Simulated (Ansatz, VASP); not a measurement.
## Two plane-wave programs on WS2

The input INCAR:

```
SYSTEM = WS2
PREC     = Accurate       ! precision mode
ENCUT    = 520            ! plane-wave cutoff, eV
EDIFF    = 1E-7           ! SCF threshold, eV
ISMEAR   = 0              ! smearing method
SIGMA    = 0.05           ! smearing width, eV
LREAL    = .FALSE.        ! projectors in reciprocal space
LASPH    = .TRUE.         ! aspherical terms in the spheres
NELM     = 100            ! most SCF steps
ALGO     = Normal         ! electronic algorithm
ISIF     = 2              ! what is computed and relaxed
LWAVE    = .FALSE.        ! write WAVECAR
LCHARG   = .FALSE.        ! write CHGCAR
GGA      = PS             ! functional
NBANDS   = 35             ! bands
```

File KPOINTS:

```
Automatic mesh
0
G
  12 12 2
  0 0 0
```

File POSCAR:

```
WS2
1.0
    3.1458813836      0.0000000000      0.0000000000
   -1.5729406918      2.7244131955      0.0000000000
    0.0000000000      0.0000000000     23.5674572586
W S
2 4
Direct
    0.3333333333      0.6666666667      0.6345758579
    0.6666666667      0.3333333333      0.3654241421
    0.3333333333      0.6666666667      0.2994773752
    0.6666666667      0.3333333333      0.5685797390
    0.3333333333      0.6666666667      0.4324810458
    0.6666666667      0.3333333333      0.7015834096
```

Input for Ansatz:

```yaml
crystal:
  lattice:
    - [3.1458813836, 0.0, 0.0]
    - [-1.5729406918, 2.7244131955, 0.0]
    - [0.0, 0.0, 23.5674572586]
  atoms:
    - { symbol: W, position: [0.3333333333, 0.6666666667, 0.6345758579] }
    - { symbol: W, position: [0.6666666667, 0.3333333333, 0.3654241421] }
    - { symbol: S, position: [0.3333333333, 0.6666666667, 0.2994773752] }
    - { symbol: S, position: [0.6666666667, 0.3333333333, 0.568579739] }
    - { symbol: S, position: [0.3333333333, 0.6666666667, 0.4324810458] }
    - { symbol: S, position: [0.6666666667, 0.3333333333, 0.7015834096] }
basis:
  ecutwfc: 420
kpoints:
  mp_grid: { grid: [12, 12, 2] }
hamiltonian:
  xc: pbesol
scf:
  occupations: { method: gaussian, width: 0.05 }
output:
  forces: true
  stress: true
  eigenvalues: true
```

Change from the starting cell: all S atoms moved +0.013 Å, as atom 3 along Cartesian [0 0 1].

Alike in both runs: task single point; functional PBEsol; k mesh 12 × 12 × 2; occupations gaussian, width 0.05 eV; no spin polarisation.

```csv
,VASP,Ansatz
version,VASP 6.6.1,Ansatz 0.2.0
potentials or method,"VASP PAW PBE potentials, release 64 (W_sv, S), cutoff 520 eV","scalar-relativistic, plane waves, PAW"
valence electrons in the cell,52,52
```

VASP gave:

| Property | Result |
| --- | --- |
| gap on the k mesh at the Fermi level (eV) | 1.53 |
| least direct gap on the mesh (eV) | 1.90 |
| rms of the force components (eV/Å) | 0.171 |

Problem. Which values does Ansatz return?

Solution. gap on the k mesh at the Fermi level (eV): 1.52; least direct gap on the mesh (eV): 1.89; rms of the force components (eV/Å): 0.170.

VASP's potentials were made for PBE, not for PBEsol. Atom by atom the forces differ by 0.010 eV/Å (rms over components). The functional is the same, so the differences come from potentials, cutoffs and numerics.

Spin-orbit coupling is off throughout.
